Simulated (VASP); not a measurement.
# MoS2 (P-3m1) in VASP: further runs

MoS2 is run at these levels: PBEsol; tasks: single point.

All numbers are computed with VASP 6.6.1; they aren't measurements. Logs are shortened: lines on timing, memory, paths and dates and some standing lists are left out, and cuts for length are marked.

**1. The cell of the first run**

It takes space group P-3m1 (No. 164, trigonal). The conventional cell has a = 3.199 Å, b = 3.199 Å, c = 6.256 Å, α = 90.00°, β = 90.00°, γ = 120.00°. Within 3.2 Å of Mo (site symmetry -3m) lie 6 S at 2.40 Å and 6 Mo at 3.20 Å. Within 3.2 Å of S (site symmetry 3m) lie 3 Mo at 2.40 Å and 6 S at 3.20 Å.

**2. Single point, PBEsol**

File INCAR:

```
PREC = Accurate ; ENCUT = 520
EDIFF = 1E-7 ; ISMEAR = 0
SIGMA = 0.05 ; LREAL = False
LASPH = True ; NELM = 60
ALGO = Normal ; ISIF = 2
LWAVE = False ; LCHARG = True
GGA = PS ; LELF = True
LVHAR = True ; NBANDS = 20
```

File KPOINTS:

```
Automatic mesh
0
Gamma
  10 10 5
```

File POSCAR:

```
MoS2
1.0
    3.1985175662      0.0000000000      0.0000000000
   -1.5992582876      2.7699967931      0.0000000000
    0.0000000000      0.0000000000      6.2558558425
Mo S
1 2
Direct
    0.0000000000      0.0000000000      0.5000000000
    0.3333333333      0.6666666667      0.2553190000
    0.6666666667      0.3333333333      0.7446810000
```

Potentials or basis: VASP PAW PBE potentials, release 64 (Mo_sv, S).

Command:

```bash
cat potpaw_PBE.64/Mo_sv/POTCAR potpaw_PBE.64/S/POTCAR > POTCAR
mpirun -np 1 vasp_std > vasp.out
```

OUTCAR:

```text
PREC = Accurate
   ENCUT = 520
   EDIFF = 1E-7
   ISMEAR = 0
   LREAL = False
   LASPH = True
   NELM = 60
   ISIF = 2
   GGA = PS

 ion  position               nearest neighbor table
   1  0.000  0.000  0.500-   2 2.40   3 2.40   3 2.40   2 2.40   3 2.40   2 2.40
   2  0.333  0.667  0.255-   1 2.40   1 2.40   1 2.40
   3  0.667  0.333  0.745-   1 2.40   1 2.40   1 2.40

  LATTYP: Found a hexagonal cell.
 ALAT       =     3.1985175662
 C/A-ratio  =     1.9558610241

  Lattice vectors:

 A1 = (   3.1985175662,   0.0000000000,   0.0000000000)
 A2 = (  -1.5992582876,   2.7699967931,   0.0000000000)
 A3 = (   0.0000000000,   0.0000000000,   6.2558558425)

Analysis of symmetry for initial positions (statically):
=====================================================================
 Subroutine PRICEL returns:
 Original cell was already a primitive cell.

 Routine SETGRP: Setting up the symmetry group for a
 hexagonal supercell.

 Subroutine GETGRP returns: Found 12 space group operations
 (whereof 12 operations were pure point group operations)
 out of a pool of 24 trial point group operations.

The static configuration has the point symmetry D_3d.

Analysis of symmetry for dynamics (positions and initial velocities):
=====================================================================
 Subroutine PRICEL returns:
 Original cell was already a primitive cell.

 Routine SETGRP: Setting up the symmetry group for a
 hexagonal supercell.

 Subroutine GETGRP returns: Found 12 space group operations
 (whereof 12 operations were pure point group operations)
 out of a pool of 24 trial point group operations.

The dynamic configuration has the point symmetry D_3d.

 Subroutine INISYM returns: Found 12 space group operations
 (whereof 12 operations are pure point group operations),
 and found     1 'primitive' translations

----------------------------------------------------------------------------------------

                                     Primitive cell

  volume of cell :      55.4262

  direct lattice vectors                    reciprocal lattice vectors
     3.198517566  0.000000000  0.000000000     0.312644836  0.180505568  0.000000000
    -1.599258288  2.769996793  0.000000000     0.000000000  0.361011248  0.000000000
[... 81 lines left out ...]
   ISPIN  =      1    spin polarized calculation?
   LNONCOLLINEAR =      F non collinear calculations
   LSORBIT =      F    spin-orbit coupling
   LASPH  =      T    aspherical Exc in radial PAW
   ENCUT  =  520.0 eV  38.22 Ry    6.18 a.u.   5.95  5.95 11.63*2*pi/ulx,y,z
   NELM   =     60;   NELMIN=  2; NELMDL= -5     # of ELM steps
   EDIFF  = 0.1E-06   stopping-criterion for ELM
   LREAL  =      F    real-space projection
   EDIFFG = 0.1E-05   stopping-criterion for IOM
   NSW    =      0    number of steps for IOM
   IBRION =     -1    ionic relax: 0-MD 1-quasi-New 2-CG
   NFREE  =      0    steps in history (QN), initial steepest desc. (CG)
   ISIF   =      2    stress and relaxation
   ISYM   =      2    0-nonsym 1-usesym 2-fastsym
   POTIM  = 0.5000    time-step for ionic-motion
   TEBEG  =    0.0;   TEEND  =   0.0 temperature during run
   PSTRESS=    0.0 pullay stress
   NELECT =      26.0000    total number of electrons
   NUPDOWN=      -1.0000    fix difference up-down
   EMIN   =  10.00;   EMAX   =-10.00  energy-range for DOS
   EFERMI =   0.00;   METHOD = LEGACY
   ISMEAR =     0;   SIGMA  =   0.05  broadening in eV -4-tet -1-fermi 0-gaus
   EFERMI_NEDOS =   21; number of points for ismear=-14 and -15
   IALGO  =     38    algorithm
   IMIX   =      4    mixing-type and parameters
     AMIX     =   0.40;   BMIX     =  1.00
     AMIX_MAG =   1.60;   BMIX_MAG =  1.00
  volume/ion in A,a.u.               =      18.48       124.68
  Fermi-wavevector in a.u.,A,eV,Ry     =   1.272021  2.403772 22.014744  1.618038
  Thomas-Fermi vector in A             =   2.404922
   LORBIT       =      0    0 simple, 1 ext, 2 COOP (PROOUT), +10 PAW based schemes
   GGA     = PS    functional components
   LHFCALC =     F    Hartree Fock is set to
   AEXX    =    0.0000 exact exchange contribution
   IVDW    =     0    specifies the selected vdW correction
   LEPSILON=     F    determine dielectric tensor
   LRPA    =     F    only Hartree local field effects (RPA)
 non-spin polarized calculation
 Gauss-broadening in eV      SIGMA  =   0.05
  energy-cutoff  :      520.00
  volume of cell :       55.43
 maximum number of plane-waves:      1516
   NGX = 11   NGY = 11   NGZ = 23

 number of electron      25.9999999 magnetization

 Free energy of the ion-electron system (eV)
  ---------------------------------------------------
  ext. energy  EPLUGINS =         0.00000000
  ---------------------------------------------------
  free energy    TOTEN  =       -22.58674864 eV

  energy without entropy =      -22.58613560  energy(sigma->0) =      -22.58644212

 E-fermi :   7.2814     XC(G=0): -10.7562

 val. band max:        7.1950990881   @ k =   0.2000   0.2000   0.4000
 cond. band min:       7.3175247206   @ k =   0.1000   0.0000   0.2000
 fundamental gap:      0.1224256326
 Fermi energy:         7.2814493446

 k-point     1 :       0.0000    0.0000    0.0000
  band No.  band energies     occupation
      1     -54.5029      2.00000
      2     -28.5921      2.00000
      3     -28.5343      2.00000
      4     -28.5343      2.00000
      5      -7.8242      2.00000
      6      -6.2781      2.00000
[... 541 lines left out ...]
     19      13.6518      0.00000
     20      14.8938      0.00000

 [... further k-points ...]

------------------------ aborting loop because EDIFF is reached ----------------------------------------

  FORCE on cell =-STRESS in cart. coord.  units (eV):
  Direction    XX          YY          ZZ          XY          YZ          ZX
  --------------------------------------------------------------------------------------
  -------------------------------------------------------------------------------------
  Total       -0.4471627     -0.4471625      1.1642437     -0.0000001      0.0000000     -0.0000000
  in kB      -12.9259183    -12.9259120     33.6542368     -0.0000023      0.0000000     -0.0000000
  external PRESSURE =       2.6008022 kB  Pullay stress =       0.0000000 kB

 VOLUME and BASIS-vectors are now :
 -----------------------------------------------------------------------------
  energy-cutoff  :      520.00
  volume of cell :       55.43
      direct lattice vectors                 reciprocal lattice vectors
     3.198517566  0.000000000  0.000000000     0.312644836  0.180505568  0.000000000
    -1.599258288  2.769996793  0.000000000     0.000000000  0.361011248  0.000000000
     0.000000000  0.000000000  6.255855842     0.000000000  0.000000000  0.159850231

 POSITION                                       TOTAL-FORCE (eV/Angst)
 -----------------------------------------------------------------------------------
      0.00000      0.00000      3.12793        -0.000000      0.000000      0.000000
      0.00000      1.84666      1.59724        -0.000000     -0.000000     -0.466061
      1.59926      0.92333      4.65862         0.000000      0.000000      0.466061
 -----------------------------------------------------------------------------------
    total drift:                                0.000000      0.000000      0.000000

  FREE ENERGIE OF THE ION-ELECTRON SYSTEM (eV)
  ---------------------------------------------------
  free  energy   TOTEN  =       -22.5867486351 eV

  energy  without entropy=      -22.5861356031  energy(sigma->0) =      -22.58644212
```

stdout:

```text
POSCAR found type information on POSCAR MoS
 POSCAR found :  2 types and       3 ions
 scaLAPACK will be used
 -----------------------------------------------------------------------------
|                                                                             |
|                                                                             |
|     You enforced a specific xc type in the INCAR file but a different       |
|     I HOPE YOU KNOW WHAT YOU ARE DOING!                                     |
|                                                                             |
 -----------------------------------------------------------------------------

 LDA part: xc-table for (Slater+PW92), standard interpolation
 POSCAR, INCAR and KPOINTS ok, starting setup
 FFT: planning ... GRIDC
 FFT: planning ... GRID_SOFT
 FFT: planning ... GRID
 WAVECAR not read
 entering main loop
```

Run time: 74 s. Hardware: 1 thread of Intel Xeon 8259CL, shared host; peak memory 0.21 GiB.

Results:

```yaml
Free_energy: -22.5867 eV
Pressure: 0.3 GPa
Largest_force: 0.466 eV/Å
Band_gap_on_the_k_mesh: zero (bands 13 and 14 overlap by 0.77 eV)
```

Forces in eV/Å, atoms in the order of the input:
```
Mo   0.000  0.000  0.000
S    0.000  0.000 -0.466
S    0.000  0.000  0.466
```

Levels at points of the mesh, in eV from the Fermi level:
```csv
k point,band 10,band 11,band 12,band 13,band 14,band 15,band 16,band 17
"(0.00, 0.00, 0.00)",-1.97,-1.26,-1.11,-1.11,-0.38,-0.38,3.22,3.22
"(0.50, 0.00, 0.00)",-4.32,-3.36,-1.89,-1.89,0.88,1.67,3.67,3.76
```

Caveat: the PAW data sets were made with another functional, which shifts forces and pressure a little; this functional lacks dispersion, which binds layers or chains, so the pressure and a relaxed spacing across them are unreliable.

**3. Single point, PBEsol**

This run uses another cell than the first one, of 18.98 Å³/atom.

File INCAR:

```
SYSTEM = MoS2
ALGO     = Normal         ! electronic algorithm
EDIFF    = 1E-6           ! SCF threshold, eV
ENCUT    = 520            ! plane-wave cutoff, eV
GGA      = PS             ! functional
ISIF     = 2              ! what is computed and relaxed
ISMEAR   = 0              ! smearing method
LASPH    = .TRUE.         ! aspherical terms in the spheres
LCHARG   = .FALSE.        ! write CHGCAR
LREAL    = .FALSE.        ! projectors in reciprocal space
LWAVE    = .FALSE.        ! write WAVECAR
NBANDS   = 20             ! bands
NELM     = 80             ! most SCF steps
PREC     = Accurate       ! precision mode
SIGMA    = 0.05           ! smearing width, eV
```

File KPOINTS:

```
k-points
0
G
  10 10 5
  0 0 0
```

File POSCAR:

```
MoS2
1.0
    3.2274650000      0.0000000000      0.0000000000
   -1.6137320000      2.7950660000      0.0000000000
    0.0000000000      0.0000000000      6.3124730000
Mo S
1 2
Direct
    0.0000000000      0.0000000000      0.5000000000
    0.3333333333      0.6666666667      0.2553190000
    0.6666666667      0.3333333333      0.7446810000
```

Potentials or basis: VASP PAW PBE potentials, release 64 (Mo_sv, S).

Command:

```bash
cat potpaw_PBE.64/Mo_sv/POTCAR potpaw_PBE.64/S/POTCAR > POTCAR
mpirun -np 1 vasp_std > vasp.out
```

OUTCAR:

```text
SYSTEM = MoS2
   EDIFF = 1E-6
   ENCUT = 520
   GGA = PS
   ISIF = 2
   ISMEAR = 0
   LASPH = .TRUE.
   LREAL = .FALSE.
   NELM = 80
   PREC = Accurate

 ion  position               nearest neighbor table
   1  0.000  0.000  0.500-   2 2.42   3 2.42   3 2.42   2 2.42   3 2.42   2 2.42
   2  0.333  0.667  0.255-   1 2.42   1 2.42   1 2.42
   3  0.667  0.333  0.745-   1 2.42   1 2.42   1 2.42

  LATTYP: Found a hexagonal cell.
 ALAT       =     3.2274650000
 C/A-ratio  =     1.9558610241

  Lattice vectors:

 A1 = (   3.2274650000,   0.0000000000,   0.0000000000)
 A2 = (  -1.6137320000,   2.7950660000,   0.0000000000)
 A3 = (   0.0000000000,   0.0000000000,   6.3124730000)

Analysis of symmetry for initial positions (statically):
=====================================================================
 Subroutine PRICEL returns:
 Original cell was already a primitive cell.

 Routine SETGRP: Setting up the symmetry group for a
 hexagonal supercell.

 Subroutine GETGRP returns: Found 12 space group operations
 (whereof 12 operations were pure point group operations)
 out of a pool of 24 trial point group operations.

The static configuration has the point symmetry D_3d.
[... 162 lines left out ...]

 E-fermi :   6.9283     XC(G=0): -10.6248

 val. band max:        6.8532912521   @ k =   0.2000   0.2000   0.4000
 cond. band min:       6.9644552974   @ k =   0.1000  -0.0000   0.2000
 fundamental gap:      0.1111640453
 Fermi energy:         6.9282784610

 k-point     1 :       0.0000    0.0000    0.0000
  band No.  band energies     occupation
      1     -54.8584      2.00000
      2     -28.9214      2.00000
      3     -28.8911      2.00000
      4     -28.8911      2.00000
      5      -7.9870      2.00000
      6      -6.5238      2.00000
[... 541 lines left out ...]
     19      13.2054      0.00000
     20      14.5007      0.00000

 [... further k-points ...]

------------------------ aborting loop because EDIFF is reached ----------------------------------------

  FORCE on cell =-STRESS in cart. coord.  units (eV):
  Direction    XX          YY          ZZ          XY          YZ          ZX
  --------------------------------------------------------------------------------------
  -------------------------------------------------------------------------------------
  Total       -1.6894968     -1.6894960     -0.2304418     -0.0000003      0.0000000      0.0000000
  in kB      -47.5351446    -47.5351215     -6.4836368     -0.0000085      0.0000000      0.0000000
  external PRESSURE =     -33.8513010 kB  Pullay stress =       0.0000000 kB

 VOLUME and BASIS-vectors are now :
 -----------------------------------------------------------------------------
  energy-cutoff  :      520.00
  volume of cell :       56.94
      direct lattice vectors                 reciprocal lattice vectors
     3.227465000  0.000000000  0.000000000     0.309840695  0.178886597  0.000000000
    -1.613732000  2.795066000  0.000000000     0.000000000  0.357773305  0.000000000
     0.000000000  0.000000000  6.312473000     0.000000000  0.000000000  0.158416519

 POSITION                                       TOTAL-FORCE (eV/Angst)
 -----------------------------------------------------------------------------------
      0.00000      0.00000      3.15624         0.000000      0.000000     -0.000000
      0.00000      1.86338      1.61169         0.000000      0.000000     -0.024490
      1.61373      0.93169      4.70078        -0.000000     -0.000000      0.024490
 -----------------------------------------------------------------------------------
    total drift:                                0.000000      0.000000      0.000000

  FREE ENERGIE OF THE ION-ELECTRON SYSTEM (eV)
  ---------------------------------------------------
  free  energy   TOTEN  =       -22.5721113313 eV

  energy  without entropy=      -22.5714374085  energy(sigma->0) =      -22.57177437
```

OSZICAR:

```text
N       E                     dE             d eps       ncg     rms          rms(c)
DAV:   1     0.194721197294E+03    0.19472E+03   -0.14854E+04  2480   0.122E+03
DAV:   2    -0.162273986337E+02   -0.21095E+03   -0.20573E+03  2856   0.314E+02
DAV:   3    -0.241139193669E+02   -0.78865E+01   -0.77993E+01  2820   0.577E+01
DAV:   4    -0.242165565871E+02   -0.10264E+00   -0.10254E+00  2792   0.692E+00
DAV:   5    -0.242182208314E+02   -0.16642E-02   -0.16641E-02  2964   0.856E-01    0.234E+01
DAV:   6    -0.231376213692E+02    0.10806E+01   -0.15276E+01  2396   0.211E+01    0.917E+00
DAV:   7    -0.227423920971E+02    0.39523E+00   -0.66655E+00  2388   0.132E+01    0.597E+00
DAV:   8    -0.225727537190E+02    0.16964E+00   -0.87983E-01  2568   0.509E+00    0.173E+00
DAV:   9    -0.225739378165E+02   -0.11841E-02   -0.34234E-02  2716   0.108E+00    0.647E-01
DAV:  10    -0.225722716820E+02    0.16661E-02   -0.17904E-02  2532   0.817E-01    0.158E-01
DAV:  11    -0.225721344681E+02    0.13721E-03   -0.93896E-04  2656   0.201E-01    0.553E-02
DAV:  12    -0.225721008140E+02    0.33654E-04   -0.10052E-04  2672   0.636E-02    0.339E-02
DAV:  13    -0.225721122548E+02   -0.11441E-04   -0.56733E-05  2484   0.434E-02    0.121E-02
DAV:  14    -0.225721113313E+02    0.92348E-06   -0.61754E-06  2764   0.144E-02
   1 F= -.22572111E+02 E0= -.22571774E+02  d E =-.673923E-03
```

stdout:

```text
POSCAR found type information on POSCAR MoS
 POSCAR found :  2 types and       3 ions
 scaLAPACK will be used
 -----------------------------------------------------------------------------
|                                                                             |
|                                                                             |
|     You enforced a specific xc type in the INCAR file but a different       |
|     I HOPE YOU KNOW WHAT YOU ARE DOING!                                     |
|                                                                             |
 -----------------------------------------------------------------------------

 LDA part: xc-table for (Slater+PW92), standard interpolation
 POSCAR, INCAR and KPOINTS ok, starting setup
 FFT: planning ... GRIDC
 FFT: planning ... GRID_SOFT
 FFT: planning ... GRID
 WAVECAR not read
 entering main loop
```

Wall time 69 s (1 thread of Intel Xeon 8259CL, shared host); peak memory 0.21 GiB.

Results:

```
Free energy            : -22.5721 eV
Pressure               : -3.4 GPa
Largest force          : 0.024 eV/Å
Band gap on the k mesh : zero (bands 13 and 14 overlap by 0.77 eV)
```

Forces on the atoms (eV/Å):
```
Mo   0.000  0.000  0.000
S    0.000  0.000 -0.024
S    0.000  0.000  0.024
```

Stress tensor (GPa, compression positive):
```
-4.75  0.00  0.00
 0.00 -4.75  0.00
 0.00  0.00 -0.65
```

Caveat: the cell stands under tension; the PAW data sets were made with another functional, which shifts forces and pressure a little; this functional lacks dispersion, which binds layers or chains, so the pressure and a relaxed spacing across them are unreliable.

[end of part 1 of 2]

The gap in the log of VASP goes by the Fermi energy; the results here count the filled bands.